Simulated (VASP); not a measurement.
Rh: single point with PBEsol

Crystal: Rh.

```
Rh
1.0
     2.71573    0.00000    0.00000
    -1.35787    2.35189    0.00000
     0.00000    0.00000    4.39949
Rh
2
Cartesian
  -0.0407 1.5444 1.0339
  1.3986 0.8075 3.3656
```

This cell differs from its parent crystal: shortest bond scaled by 0.94.

| Quantity | Value |
| --- | --- |
| Program | VASP 6.6.1 |
| Task | single point |
| Functional | PBEsol |
| Potentials or basis | VASP PAW PBE potentials, release 64 (Rh_pv) |
| Cutoff | 520 eV |
| k mesh | 13 × 13 × 7 |
| Occupations | fermi-dirac, width 0.05 eV |
| Spin | no spin polarisation |

The pressure is -6.8 GPa, the largest force is 1.357 eV/Å and the band gap on the k mesh is zero (bands 15 and 16 overlap by 2.27 eV).

Forces in eV/Å, atoms in the order of the input:
```
Rh   0.341  0.197  1.298
Rh  -0.341 -0.197 -1.298
```

Stress tensor (GPa, compression positive):
```
-6.74  1.10  1.75
 1.10 -8.01  1.01
 1.75  1.01 -5.52
```

Levels at points of the mesh, in eV from the Fermi level:
```tsv
k point	band 12	band 13	band 14	band 15	band 16	band 17	band 18	band 19
(0.00, 0.00, 0.00)	-2.68	-2.57	-1.94	-1.57	-0.10	0.35	0.69	8.12
```

It took 78 s on 1 thread of Intel(R) Xeon(R) 6975P-C (Granite Rapids) (shared host), peak memory 0.26 GiB.

Caveat: the cell differs from its parent crystal (shortest bond scaled by 0.94); the cell stands under tension; the PAW data sets were made with another functional, which shifts forces and pressure a little.
